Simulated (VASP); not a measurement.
# B (P6_3/mmc) in VASP: notebook, part 2 of 2

VASP 6.6.1. Earlier steps stand in the parts before.

## 4. Single point, RPBE

This run uses another cell than the first one, of 13.72 Å³/atom, 1.087 times its volume.

INCAR

```
SYSTEM = B
  PREC = Accurate
  ENCUT = 520
  EDIFF = 1E-7
  ISMEAR = -1
  SIGMA = 0.1
  LREAL = .False.
  LASPH = .True.
  NELM = 100
  ALGO = Normal
  ISIF = 2
  LWAVE = .False.
  LCHARG = .True.
  GGA = RP
  LELF = .True.
  LVHAR = .True.
  NBANDS = 10
```

KPOINTS

```
regular mesh
0
Gamma
  23 23 4
  0 0 0
```

POSCAR

```
B
1.0
    1.7244376408      0.0000000000      0.0000000000
   -0.8622188204      1.4934068042      0.0000000000
    0.0000000000      0.0000000000     10.6565596667
B
2
Direct
    0.3333333333      0.6666666667      0.2500000000
    0.6666666667      0.3333333333      0.7500000000
```

Potentials or basis: VASP PAW PBE potentials, release 64 (B).

The run is started by

```console
cat potpaw_PBE.64/B/POTCAR > POTCAR
mpirun -np 1 vasp_std > vasp.out
```

OUTCAR:

```text
SYSTEM = B
   PREC = Accurate
   ENCUT = 520
   EDIFF = 1E-7
   ISMEAR = -1
   LREAL = .False.
   LASPH = .True.
   NELM = 100
   ISIF = 2
   GGA = RP

 ion  position               nearest neighbor table
   1  0.333  0.667  0.250-
   2  0.667  0.333  0.750-

  LATTYP: Found a hexagonal cell.
 ALAT       =     1.7244376408
 C/A-ratio  =     6.1797303739

  Lattice vectors:

 A1 = (   1.7244376408,   0.0000000000,   0.0000000000)
 A2 = (  -0.8622188204,   1.4934068042,   0.0000000000)
 A3 = (   0.0000000000,   0.0000000000,  10.6565596667)

Analysis of symmetry for initial positions (statically):
=====================================================================
 Subroutine PRICEL returns:
 Original cell was already a primitive cell.

 Routine SETGRP: Setting up the symmetry group for a
 hexagonal supercell.

 Subroutine GETGRP returns: Found 24 space group operations
 (whereof 12 operations were pure point group operations)
 out of a pool of 24 trial point group operations.

The static configuration has the point symmetry D_3d.
 The point group associated with its full space group is D_6h.

Analysis of symmetry for dynamics (positions and initial velocities):
=====================================================================
 Subroutine PRICEL returns:
 Original cell was already a primitive cell.

 Routine SETGRP: Setting up the symmetry group for a
 hexagonal supercell.

 Subroutine GETGRP returns: Found 24 space group operations
 (whereof 12 operations were pure point group operations)
 out of a pool of 24 trial point group operations.

The dynamic configuration has the point symmetry D_3d.
 The point group associated with its full space group is D_6h.

 Subroutine INISYM returns: Found 24 space group operations
 (whereof 12 operations are pure point group operations),
 and found     1 'primitive' translations

----------------------------------------------------------------------------------------
[... 113 lines left out ...]
     AMIX_MAG =   1.60;   BMIX_MAG =  1.00
  volume/ion in A,a.u.               =      13.72        92.60
  Fermi-wavevector in a.u.,A,eV,Ry     =   0.986229  1.863702 13.233670  0.972647
  Thomas-Fermi vector in A             =   2.117594
   LORBIT       =      0    0 simple, 1 ext, 2 COOP (PROOUT), +10 PAW based schemes
   GGA     = RP    functional components
   LHFCALC =     F    Hartree Fock is set to
   AEXX    =    0.0000 exact exchange contribution
   IVDW    =     0    specifies the selected vdW correction
   LEPSILON=     F    determine dielectric tensor
   LRPA    =     F    only Hartree local field effects (RPA)
 non-spin polarized calculation
  energy-cutoff  :      520.00
  volume of cell :       27.44
 maximum number of plane-waves:       765
 NGX is ok and might be reduce to    14
   NGX =  7   NGY =  7   NGZ = 39

 number of electron       6.0000000 magnetization

 Free energy of the ion-electron system (eV)
  ---------------------------------------------------
  ext. energy  EPLUGINS =         0.00000000
  ---------------------------------------------------
  free energy    TOTEN  =       -11.43342081 eV

  energy without entropy =      -11.41787256  energy(sigma->0) =      -11.42564668

 E-fermi :   2.4796     XC(G=0):  -7.5373

 val. band max:        2.4614676983   @ k =   0.2609   0.1304   0.0000
 cond. band min:       2.5028452199   @ k =   0.3478  -0.0000   0.5000
 fundamental gap:      0.0413775216
 Fermi energy:         2.4795995830

 k-point     1 :       0.0000    0.0000    0.0000
  band No.  band energies     occupation
      1     -14.5270      2.00000
      2     -14.5192      2.00000
      3      -5.2053      2.00000
      4      -5.0625      2.00000
      5       4.3125      0.00000
      6       6.6415      0.00000
      7       8.1111      0.00000
      8      13.4877      0.00000
      9      16.6004      0.00000
     10      24.1225      0.00000
[... 287 lines left out ...]
 k-point    24 :       0.0870    0.0870    0.0000
  band No.  band energies     occupation
      1     -13.5011      2.00000
      2     -13.4944      2.00000
      3      -3.7396      2.00000
      4      -3.6000      2.00000
      5       5.7221      0.00000
      6       8.1395      0.00000
      7       9.3264      0.00000
      8      14.9258      0.00000
      9      17.2841      0.00000
     10      22.5758      0.00000

 [... further k-points ...]
[... 5 lines left out ...]
  --------------------------------------------------------------------------------------
  -------------------------------------------------------------------------------------
  Total       -0.3012627     -0.3012627     -0.0127753      0.0000000     -0.0000000      0.0000000
  in kB      -17.5878718    -17.5878718     -0.7458287      0.0000000     -0.0000000      0.0000000
  external PRESSURE =     -11.9738574 kB  Pullay stress =       0.0000000 kB

 VOLUME and BASIS-vectors are now :
 -----------------------------------------------------------------------------
  energy-cutoff  :      520.00
  volume of cell :       27.44
      direct lattice vectors                 reciprocal lattice vectors
     1.724437641  0.000000000  0.000000000     0.579899195  0.334804956  0.000000000
    -0.862218820  1.493406804  0.000000000     0.000000000  0.669609913  0.000000000
     0.000000000  0.000000000 10.656559667     0.000000000  0.000000000  0.093838915

 POSITION                                       TOTAL-FORCE (eV/Angst)
 -----------------------------------------------------------------------------------
     -0.00000      0.99560      2.66414         0.000000     -0.000000      0.000000
      0.86222      0.49780      7.99242        -0.000000      0.000000      0.000000
 -----------------------------------------------------------------------------------
    total drift:                               -0.000000      0.000000     -0.000000

  FREE ENERGIE OF THE ION-ELECTRON SYSTEM (eV)
  ---------------------------------------------------
  free  energy   TOTEN  =       -11.4334208092 eV

  energy  without entropy=      -11.4178725554  energy(sigma->0) =      -11.42564668
```

Wall time 56 s (1 thread of Intel Xeon Platinum 8259CL at 2.50GHz (Skylake/Cascade Lake), shared host); peak memory 0.16 GiB.

Results:

```yaml
Free_energy: -11.4334 eV
Pressure: -1.2 GPa
Band_gap_on_the_k_mesh: zero (band 3 reaches 5.73 eV, above the bottom of band 4 at -5.14 eV)
```

Stress tensor (GPa, compression positive):
```
-1.76  0.00  0.00
 0.00 -1.76  0.00
 0.00  0.00 -0.07
```

Caveat: the PAW data sets were made with another functional, which shifts forces and pressure a little; this functional lacks dispersion, which binds the layers, so the pressure and a relaxed spacing across them are unreliable.

## 5. Single point, RPBE (volume scaled by 1.08)

INCAR

```
SYSTEM = B
PREC = Accurate ; ENCUT = 520
EDIFF = 1E-6 ; ISMEAR = -1
SIGMA = 0.1 ; LREAL = .False.
LASPH = .True. ; NELM = 100
ALGO = Normal ; ISIF = 2
LWAVE = .False. ; LCHARG = .False.
GGA = RP ; NBANDS = 10
```

KPOINTS is that of step 4.

POSCAR

```
B
1.0
    1.7692481324      0.0000000000      0.0000000000
   -0.8846240662      1.5322138283      0.0000000000
    0.0000000000      0.0000000000     10.9334764226
B
2
Direct
    0.3333333333      0.6666666667      0.2500000000
    0.6666666667      0.3333333333      0.7500000000
```

The run is started by

```console
cat potpaw_PBE.64/B/POTCAR > POTCAR
mpirun -np 1 vasp_std > vasp.out
```

It took 42 s on 1 thread of Intel Xeon Platinum 8259CL at 2.50GHz (Skylake/Cascade Lake), shared host; peak memory 0.16 GiB.

The run converged. Its results:

```yaml
Free_energy: -11.3610 eV
Pressure: -8.9 GPa
Band_gap_on_the_k_mesh: zero (band 3 reaches 5.14 eV, above the bottom of band 4 at -5.09 eV)
```

Stress tensor (GPa, compression positive):
```
-13.30   0.00   0.00
  0.00 -13.30   0.00
  0.00   0.00  -0.09
```

Levels at points of the mesh, in eV from the Fermi level:
| k point | band 1 | band 2 | band 3 | band 4 | band 5 | band 6 | band 7 | band 8 | band 9 |
| --- | --- | --- | --- | --- | --- | --- | --- | --- | --- |
| (0.00, 0.00, 0.00) | -16.44 | -16.43 | -7.18 | -7.05 | 2.00 | 4.18 | 5.59 | 10.67 | 13.62 |
| (0.00, 0.00, 0.50) | -16.44 | -16.44 | -7.12 | -7.12 | 2.72 | 2.72 | 8.00 | 8.00 | 16.95 |

Caveat: the cell differs from its parent crystal (volume scaled by 1.08); the PAW data sets were made with another functional, which shifts forces and pressure a little; this functional lacks dispersion, which binds the layers, so the pressure and a relaxed spacing across them are unreliable.

## 6. Overview

| cell | k mesh | gap on the mesh (eV) | pressure (GPa) |
| --- | --- | --- | --- |
| a = 1.677, b = 1.677, c = 10.364 Å, angles 90.0, 90.0, 120.0°, 2 atoms | 23 × 23 × 4 | none | 10.4 |
| a = 1.724, b = 1.724, c = 10.657 Å, angles 90.0, 90.0, 120.0°, 2 atoms | 17 × 17 × 9 | none | -0.1 |
| a = 1.724, b = 1.724, c = 10.657 Å, angles 90.0, 90.0, 120.0°, 2 atoms | 23 × 23 × 4 | none | -1.2 |
| a = 1.769, b = 1.769, c = 10.933 Å, angles 90.0, 90.0, 120.0°, 2 atoms | 23 × 23 × 4 | none | -8.9 |

Alike in all rows: task single point; level RPBE; potentials or basis VASP PAW PBE potentials, release 64 (B); no spin polarisation; cutoff (eV) 520; smearing fermi-dirac 0.1 eV.

Caveats: the PAW data sets were made with another functional, which shifts forces and pressure a little; this functional lacks dispersion, which binds the layers, so the pressure and a relaxed spacing across them are unreliable.

Absolute energies hang on the potentials; compare differences alone.
